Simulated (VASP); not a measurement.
Write the native input for VASP 6.6.1 that does the following.

| Property | Result |
| --- | --- |
| Task | single point |
| Functional | PBE |
| Potentials or basis | VASP PAW PBE potentials, release 64 (Ga_d, N) |
| Cutoff | 520 eV |
| k mesh | 12 × 12 × 12 |
| Occupations | gaussian, width 0.05 eV |
| Spin | no spin polarisation |
| Dipole correction | no |
| Further INCAR settings | ALGO = Normal; EDIFF = 1e-06; NBANDS = 16 |

The structure of GaN lies in POSCAR:

```
GaN
1.0
    0.0000000000      2.4480830405      1.9095047716
    2.4480830405      0.0000000000      1.9095047716
    2.4480830405      2.4480830405      0.0000000000
Ga N
1 1
Direct
    0.0000000000      0.0000000000      0.0000000000
    0.7500000000      0.7500000000      0.7500000000
```

This cell differs from its parent crystal: ratio of the length along z to the lengths across it x 0.78, volume and fractional coordinates fixed.

These files were run (other wordings do the same):

INCAR

```
  PREC = Accurate
  ENCUT = 520
  EDIFF = 1E-6
  ISMEAR = 0
  SIGMA = 0.05
  LREAL = False
  LASPH = True
  NELM = 60
  ALGO = Normal
  ISIF = 2
  LWAVE = False
  LCHARG = False
  GGA = PE
  NBANDS = 16
```

KPOINTS

```
regular mesh
0
Gamma
  12 12 12
```

Potentials or basis: VASP PAW PBE potentials, release 64 (Ga_d, N).

The run is started by

```bash
$ cat potpaw_PBE.64/Ga_d/POTCAR potpaw_PBE.64/N/POTCAR > POTCAR
$ mpirun -np 1 vasp_std > vasp.out
```

It gave:

```yaml
Pressure: 0.8 GPa
Band_gap_on_the_k_mesh: 1.08 eV, direct
```

Wall time 19 s on 1 thread of Intel(R) Xeon(R) 6975P-C (Granite Rapids), on a shared host, peak memory 0.18 GiB.
